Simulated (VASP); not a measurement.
# Ir (I4/mmm) in VASP: notebook

The runs below take Ir through single point, with r2SCAN.

All numbers are computed with VASP 6.6.1; they aren't measurements. Logs are shortened: lines on timing, memory, paths and dates and some standing lists are left out, and cuts for length are marked.

## Step 1: The cell of the first run

It takes space group I4/mmm (No. 139, tetragonal). Conventional cell: a = 2.674 Å, b = 2.674 Å, c = 3.724 Å, α = 90.00°, β = 90.00°, γ = 90.00°. Ir (site symmetry 4/mmm) has 12 Ir at 2.65 to 2.67 Å within 3.5 Å.

## Step 2: Single point, r2SCAN (strain -0.015 along x and y, -0.030 along z)

Contents of POSCAR:

```
Ir
1.0
    0.0000000000      1.8909045000      1.8621090000
    1.8909045000      0.0000000000      1.8621090000
    1.8909045000      1.8909045000      0.0000000000
Ir
1
Direct
    0.0000000000      0.0000000000      0.0000000000
```

Contents of INCAR.step1:

```
ALGO = Normal ; EDIFF = 1E-4
ENCUT = 520 ; GGA = PE
ISMEAR = 0 ; LASPH = True
LCHARG = False ; LREAL = False
LWAVE = True ; NBANDS = 10
NELM = 60 ; PREC = Accurate
SIGMA = 0.15
```

Contents of INCAR.step2:

```
ALGO = Normal ; EDIFF = 1E-6
ENCUT = 520 ; ISIF = 2
ISMEAR = 0 ; ISTART = 1
LASPH = True ; LCHARG = False
LMIXTAU = True ; LREAL = False
LWAVE = False ; METAGGA = R2SCAN
NBANDS = 10 ; NELM = 60
PREC = Accurate ; SIGMA = 0.15
```

Contents of KPOINTS:

```
k-points
0
Gamma
  22 22 22
```

Potentials or basis: VASP PAW PBE potentials, release 64 (Ir).

The run is started by

```sh
cat potpaw_PBE.64/Ir/POTCAR > POTCAR
cp INCAR.step1 INCAR
mpirun -np 1 vasp_std > vasp.out
cp INCAR.step2 INCAR
mpirun -np 1 vasp_std > vasp.out
```

OUTCAR:

```text
EDIFF = 1E-6
   ENCUT = 520
   ISIF = 2
   ISMEAR = 0
   ISTART = 1
   LASPH = True
   LREAL = False
   METAGGA = R2SCAN
   NELM = 60
   PREC = Accurate

 ion  position               nearest neighbor table
   1  0.000  0.000  0.000-

  LATTYP: Found a body centered tetragonal cell.
 ALAT       =     2.6741427891
 C/A-ratio  =     1.3926773152

  Lattice vectors:

 A1 = (   0.0000000000,  -1.8909045000,  -1.8621090000)
 A2 = (   0.0000000000,   1.8909045000,  -1.8621090000)
 A3 = (   1.8909045000,   0.0000000000,   1.8621090000)

Analysis of symmetry for initial positions (statically):
=====================================================================
 Subroutine PRICEL returns:
 Original cell was already a primitive cell.

 Routine SETGRP: Setting up the symmetry group for a
 body centered tetragonal supercell.

 Subroutine GETGRP returns: Found 16 space group operations
 (whereof 16 operations were pure point group operations)
 out of a pool of 16 trial point group operations.

The static configuration has the point symmetry D_4h.

Analysis of symmetry for dynamics (positions and initial velocities):
=====================================================================
 Subroutine PRICEL returns:
 Original cell was already a primitive cell.

 Routine SETGRP: Setting up the symmetry group for a
 body centered tetragonal supercell.

 Subroutine GETGRP returns: Found 16 space group operations
 (whereof 16 operations were pure point group operations)
 out of a pool of 16 trial point group operations.

The dynamic configuration has the point symmetry D_4h.

 Subroutine INISYM returns: Found 16 space group operations
 (whereof 16 operations are pure point group operations),
 and found     1 'primitive' translations

----------------------------------------------------------------------------------------

                                     Primitive cell

  volume of cell :      13.3160

  direct lattice vectors                    reciprocal lattice vectors
     0.000000000  1.890904500  1.862109000    -0.264423719  0.264423719  0.268512745
     1.890904500  0.000000000  1.862109000     0.264423719 -0.264423719  0.268512745
     1.890904500  1.890904500  0.000000000     0.264423719  0.264423719 -0.268512745

  length of vectors
     2.653859408  2.653859408  2.674142789     0.460368223  0.460368223  0.460368223

  position of ions in fractional coordinates (direct lattice)
     0.000000000  0.000000000  0.000000000

  ion indices of the primitive-cell ions
   primitive index   ion index
                 1           1

----------------------------------------------------------------------------------------

 KPOINTS: k-points

Automatic generation of k-mesh.
 Grid dimensions read from file:
 generate k-points for:   22   22   22

 Generating k-lattice:

  Cartesian coordinates                     Fractional coordinates (reciprocal lattice)
    -0.012019260  0.012019260  0.012205125     0.045454545  0.000000000  0.000000000
     0.012019260 -0.012019260  0.012205125     0.000000000  0.045454545  0.000000000
     0.012019260  0.012019260 -0.012205125     0.000000000  0.000000000  0.045454545

  Length of vectors
     0.020925828  0.020925828  0.020925828

  Shift w.r.t. Gamma in fractional coordinates (k-lattice)
     0.000000000  0.000000000  0.000000000

 Subroutine IBZKPT returns following result:
 ===========================================

 Found    834 irreducible k-points:

 Following reciprocal coordinates:
            Coordinates               Weight
  0.000000  0.000000  0.000000      1.000000
  0.045455  0.000000  0.000000      8.000000
  0.090909  0.000000  0.000000      8.000000
  0.136364 -0.000000  0.000000      8.000000
  0.181818  0.000000  0.000000      8.000000
  0.227273 -0.000000  0.000000      8.000000
[... 16 lines left out ...]
  0.500000  0.045455  0.000000      8.000000
 -0.454545  0.045455  0.000000      8.000000
 [... further k-points ...]
   k-points           NKPTS =    834   k-points in BZ     NKDIM =    834   number of bands    NBANDS=     10
   number of dos      NEDOS =    301   number of ions     NIONS =      1
   total plane-waves  NPLWV =   8000
   dimension x,y,z NGX =    20 NGY =   20 NGZ =   20
   dimension x,y,z NGXF=    40 NGYF=   40 NGZF=   40
   ions per type =               1
   NGX,Y,Z   is equivalent  to a cutoff of  12.53, 12.53, 12.43 a.u.
   NGXF,Y,Z  is equivalent  to a cutoff of  25.06, 25.06, 24.87 a.u.
 SYSTEM =  unknown system
   PREC   = accura    normal or accurate (medium, high low for compatibility)
   ISTART =      1    job   : 0-new  1-cont  2-samecut
   ICHARG =      0    charge: 1-file 2-atom 10-const
   ISPIN  =      1    spin polarized calculation?
   LNONCOLLINEAR =      F non collinear calculations
   LSORBIT =      F    spin-orbit coupling
   LASPH  =      T    aspherical Exc in radial PAW
   ENCUT  =  520.0 eV  38.22 Ry    6.18 a.u.   4.93  4.93  4.97*2*pi/ulx,y,z
   NELM   =     60;   NELMIN=  2; NELMDL=  0     # of ELM steps
   EDIFF  = 0.1E-05   stopping-criterion for ELM
   LREAL  =      F    real-space projection
   EDIFFG = 0.1E-04   stopping-criterion for IOM
   NSW    =      0    number of steps for IOM
   IBRION =     -1    ionic relax: 0-MD 1-quasi-New 2-CG
   NFREE  =      0    steps in history (QN), initial steepest desc. (CG)
   ISIF   =      2    stress and relaxation
   ISYM   =      2    0-nonsym 1-usesym 2-fastsym
   POTIM  = 0.5000    time-step for ionic-motion
   TEBEG  =    0.0;   TEEND  =   0.0 temperature during run
   PSTRESS=    0.0 pullay stress
   NELECT =       9.0000    total number of electrons
   NUPDOWN=      -1.0000    fix difference up-down
   EMIN   =  10.00;   EMAX   =-10.00  energy-range for DOS
   EFERMI =   0.00;   METHOD = LEGACY
   ISMEAR =     0;   SIGMA  =   0.15  broadening in eV -4-tet -1-fermi 0-gaus
   EFERMI_NEDOS =   21; number of points for ismear=-14 and -15
   IALGO  =     38    algorithm
   IMIX   =      4    mixing-type and parameters
     AMIX     =   0.40;   BMIX     =  1.00
     AMIX_MAG =   1.60;   BMIX_MAG =  1.00
  volume/ion in A,a.u.               =      13.32        89.86
  Fermi-wavevector in a.u.,A,eV,Ry     =   1.436694  2.714958 28.083640  2.064089
  Thomas-Fermi vector in A             =   2.555854
   LORBIT       =      0    0 simple, 1 ext, 2 COOP (PROOUT), +10 PAW based schemes
   METAGGA = R2SCAN    functional components
   LHFCALC =     F    Hartree Fock is set to
   AEXX    =    0.0000 exact exchange contribution
   IVDW    =     0    specifies the selected vdW correction
   LEPSILON=     F    determine dielectric tensor
   LRPA    =     F    only Hartree local field effects (RPA)
 non-spin polarized calculation
 Gauss-broadening in eV      SIGMA  =   0.15
  energy-cutoff  :      520.00
  volume of cell :       13.32
 maximum number of plane-waves:       371
   NGX =  9   NGY =  9   NGZ =  9

 number of electron       9.0000000 magnetization

 Free energy of the ion-electron system (eV)
  ---------------------------------------------------
  ext. energy  EPLUGINS =         0.00000000
  ---------------------------------------------------
  free energy    TOTEN  =       -52.27301501 eV

  energy without entropy =      -52.26212681  energy(sigma->0) =      -52.26757091

 E-fermi :  11.2422     XC(G=0): -15.7498

 val. band max:       11.2416023470   @ k =   0.4091   0.0455   0.1818
 cond. band min:      11.2425562145   @ k =   0.3182   0.2273   0.0455
 fundamental gap:      0.0009538675
 Fermi energy:        11.2421857908

 k-point     1 :       0.0000    0.0000    0.0000
  band No.  band energies     occupation
      1      -0.9484      2.00000
      2       6.8027      2.00000
      3       6.8027      2.00000
      4       7.0261      2.00000
      5       9.7207      2.00000
      6      10.0166      2.00000
      7      26.2233      0.00000
      8      32.2811      0.00000
      9      32.2811      0.00000
     10      32.8437      0.00000

 k-point     2 :       0.0455    0.0000    0.0000
  band No.  band energies     occupation
      1      -0.8454      2.00000
      2       6.7723      2.00000
      3       6.8488      2.00000
      4       7.0440      2.00000
      5       9.6920      2.00000
      6       9.9824      2.00000
      7      26.4062      0.00000
      8      31.8727      0.00000
      9      32.4513      0.00000
     10      32.8827      0.00000

 k-point     3 :       0.0909    0.0000    0.0000
  band No.  band energies     occupation
      1      -0.5437      2.00000
      2       6.6424      2.00000
      3       6.9744      2.00000
      4       7.1429      2.00000
      5       9.6233      2.00000
      6       9.8962      2.00000
      7      26.9246      0.00000
      8      30.7495      0.00000
      9      32.9517      0.00000
     10      33.3398      0.00000

 k-point     4 :       0.1364   -0.0000    0.0000
  band No.  band energies     occupation
      1      -0.0684      2.00000
      2       6.4454      2.00000
      3       7.1379      2.00000
      4       7.3041      2.00000
      5       9.5692      2.00000
      6       9.8084      2.00000
      7      27.6693      0.00000
      8      29.4578      0.00000
      9      33.7524      0.00000
     10      34.1367      0.00000
[... 222 lines left out ...]
 k-point    22 :       0.4545    0.0455    0.0000
  band No.  band energies     occupation
      1       2.2663      2.00000
      2       6.7270      2.00000
      3       6.7813      2.00000
      4       9.3867      2.00000
      5      12.3006      0.00000
      6      12.3414      0.00000
      7      20.3643      0.00000
      8      26.2786      0.00000
      9      32.6032      0.00000
     10      33.3038      0.00000

 k-point    23 :       0.5000    0.0455    0.0000
  band No.  band energies     occupation
      1       2.2513      2.00000
      2       6.6647      2.00000
      3       6.7321      2.00000
      4       9.9165      2.00000
      5      12.3872      0.00000
      6      12.7223      0.00000
      7      19.6102      0.00000
      8      26.0519      0.00000
      9      32.4112      0.00000
     10      32.6768      0.00000

 k-point    24 :      -0.4545    0.0455    0.0000
  band No.  band energies     occupation
      1       2.2557      2.00000
      2       6.6648      2.00000
      3       6.7510      2.00000
      4       9.8354      2.00000
      5      12.2216      0.00000
      6      12.7369      0.00000
      7      19.7890      0.00000
      8      26.0972      0.00000
      9      32.5308      0.00000
     10      32.7462      0.00000

 [... further k-points ...]
[... 5 lines left out ...]
  --------------------------------------------------------------------------------------
  -------------------------------------------------------------------------------------
  Total        2.5024020      2.5024020      3.0669832      0.0000000      0.0000000     -0.0000000
  in kB      301.0879547    301.0879547    369.0181241      0.0000000      0.0000000     -0.0000000
  external PRESSURE =     323.7313445 kB  Pullay stress =       0.0000000 kB

 VOLUME and BASIS-vectors are now :
 -----------------------------------------------------------------------------
  energy-cutoff  :      520.00
  volume of cell :       13.32
      direct lattice vectors                 reciprocal lattice vectors
     0.000000000  1.890904500  1.862109000    -0.264423719  0.264423719  0.268512745
     1.890904500  0.000000000  1.862109000     0.264423719 -0.264423719  0.268512745
     1.890904500  1.890904500  0.000000000     0.264423719  0.264423719 -0.268512745

 POSITION                                       TOTAL-FORCE (eV/Angst)
 -----------------------------------------------------------------------------------
      0.00000      0.00000      0.00000         0.000000      0.000000      0.000000
 -----------------------------------------------------------------------------------
    total drift:                                0.000000     -0.000000     -0.000000

  FREE ENERGIE OF THE ION-ELECTRON SYSTEM (eV)
  ---------------------------------------------------
  free  energy   TOTEN  =       -52.2730150067 eV

  energy  without entropy=      -52.2621268067  energy(sigma->0) =      -52.26757091
```

Run time: 4.8 min. Hardware: 1 thread of Intel Xeon 6975P-C, shared host; peak memory 0.23 GiB.

Results:

* Free energy: -52.2730 eV
* Pressure: 32.4 GPa

Stress tensor (GPa, compression positive):
```
30.11  0.00  0.00
 0.00 30.11  0.00
 0.00  0.00 36.90
```

Caveat: the cell differs from its parent crystal (strain -0.015 along x and y, -0.030 along z); the PAW data sets were made with another functional, which shifts forces and pressure a little; spin-orbit coupling is left out, which moves the levels of the heavy elements.

(Part 1 of 2 ends here.)
